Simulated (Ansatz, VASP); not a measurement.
# One calculation of Sr3Ca5Pb8, two programs

```
CELL_PARAMETERS angstrom
7.13327 0.00000 0.00000
0.00000 7.13327 0.00000
0.00000 0.00000 9.25502
ATOMIC_POSITIONS crystal
Pb 0.25000 0.25000 0.25000
Pb 0.25000 0.25000 0.75000
Pb 0.25000 0.75000 0.25000
Pb 0.25000 0.75000 0.75000
Pb 0.75000 0.25000 0.25000
Pb 0.75000 0.25000 0.75000
Pb 0.75000 0.75000 0.25000
Pb 0.75000 0.75000 0.75000
Ca 0.00000 0.00000 0.00000
Ca 0.00000 0.00000 0.50000
Ca 0.50000 0.00000 0.00000
Ca 0.50000 0.50000 0.00000
Ca 0.50000 0.50000 0.50000
Sr 0.00000 0.50000 0.00000
Sr 0.00000 0.50000 0.50000
Sr 0.50000 0.00000 0.50000
```

Alike in both runs: task single point; functional PBEsol; k mesh 3 × 3 × 2; no spin polarisation.

|  | VASP | Ansatz |
| --- | --- | --- |
| version | VASP 6.6.1 | Ansatz 0.2.0 |
| potentials or method | VASP PAW PBE potentials, release 64 (Pb_d, Ca_sv, Sr_sv), cutoff 520 eV | plane waves, PAW |
| occupations | methfessel-paxton of order 1, width 0.1 eV | cold, width 0.1 eV |
| valence electrons in the cell | 192 | 192 |

```tsv
	VASP	Ansatz	Ansatz less VASP
pressure (GPa)	1.2	1.1	-0.10
rms of the force components (eV/Å)	0.068	0.068	-0.0002
```

VASP's potentials were made for PBE, not for PBEsol.

Neither program's run includes spin-orbit coupling.
